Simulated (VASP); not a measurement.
NbH2:

```xyz
3
Lattice="-0.0228 2.2701 2.2701 2.2701 -0.0228 2.2701 2.2701 2.2701 -0.0228" Properties=species:S:1:pos:R:3 pbc="T T T"
Nb    0.0000    0.0000    0.0000
H     1.1293    1.1293    1.1293
H     3.3880    3.3880    3.3880
```

This cell differs from its parent crystal: equal xy, yz and zx shear strains of -1 %.

Base run:

| Property | Result |
| --- | --- |
| Program | VASP 6.6.1 |
| Functional | LDA |
| Potentials or basis | VASP PAW LDA potentials, release 64 (Nb_sv, H) |
| Cutoff | 500 eV |
| k mesh | 15 × 15 × 15 |
| Occupations | fermi-dirac, width 0.03 eV |
| Spin | no spin polarisation |

Its results: pressure -8.3 GPa; largest force 0.081 eV/Å.

Q: The run is repeated on the same cell with these changes: cutoff from 500 eV to 400 eV; further incar settings from ALGO = Normal; EDIFF = 1e-06; NBANDS = 14 to ALGO = Normal; EDIFF = 1e-08; NBANDS = 14. What comes out?

A: Pressure -9.0 GPa; largest force 0.080 eV/Å.
